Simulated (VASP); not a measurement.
A run of VASP 6.6.1:

The input INCAR:

```
SYSTEM = B
ALGO = Normal ; EDIFF = 1E-6
EDIFFG = -0.04 ; ENCUT = 600
GGA = PE ; IBRION = 2
ISIF = 3 ; ISMEAR = 0
LASPH = .True. ; LCHARG = .False.
LREAL = .False. ; LWAVE = .False.
NELM = 100 ; NSW = 90
PREC = Accurate ; SIGMA = 0.1
```

KPOINTS

```
k-points
0
Gamma
  10 10 6
  0 0 0
```

The input POSCAR:

```
B
1.0
    0.9066109793     -1.6926496544      0.0000000000
    0.9066109793      1.6926496544      0.0000000000
    0.0000000000      0.0000000000      2.6433158987
B
1
Direct
    0.0000000000      0.0000000000      0.0000000000
```

Potentials or basis: VASP PAW PBE potentials, release 64 (B).

Launch:

```sh
$ cat potpaw_PBE.64/B/POTCAR > POTCAR
$ mpirun -np 1 vasp_std > vasp.out
```

Hardware: 1 thread of Intel(R) Xeon(R) Platinum 8375C CPU @ 2.90GHz (Ice Lake), with other jobs on the host.

How long does it take, and how much memory?

Wall time 28 s on 1 thread of Intel(R) Xeon(R) Platinum 8375C CPU @ 2.90GHz (Ice Lake), on a shared host, peak memory 0.12 GiB. Counts: scf iterations 118, k points 124, ion steps 20.
